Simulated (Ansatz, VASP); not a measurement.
## Al2Cu in VASP and in Ansatz

```xyz
3
Lattice="4.1336 0.0000 0.0000 0.0000 4.1336 0.0000 0.0000 0.0000 2.8693" Properties=species:S:1:pos:R:3 pbc="T T T"
Al    2.0668    0.0000    1.4346
Al    0.0000    2.0668    1.4346
Cu    0.0000    0.0000    0.0000
```

Alike in both runs: functional PBE; k mesh 12 × 12 × 16; occupations gaussian, width 0.1 eV; no spin polarisation.

Ansatz relaxed the structure, and its values are those at the end. VASP's run is a single point on that final structure, the one shown.

```csv
,VASP,Ansatz
version,VASP 6.6.1,Ansatz 0.2.0
potentials or method,"VASP PAW PBE potentials, release 64 (Al, Cu), cutoff 520 eV","scalar-relativistic, plane waves, PAW"
valence electrons in the cell,17,25
```

|  | VASP | Ansatz | Ansatz less VASP |
| --- | --- | --- | --- |
| gap on the k mesh at the Fermi level (eV) | none | none | - |
| pressure (GPa) | 0.0 | 0.0 | 0.00 |

A gap of «none» marks a metal or a gap that the smearing closes. The functional is the same, so the differences come from potentials, cutoffs and numerics. VASP's potentials hold 17 valence electrons a cell and Ansatz's 25, so a difference there can come from the potentials and not from the codes.
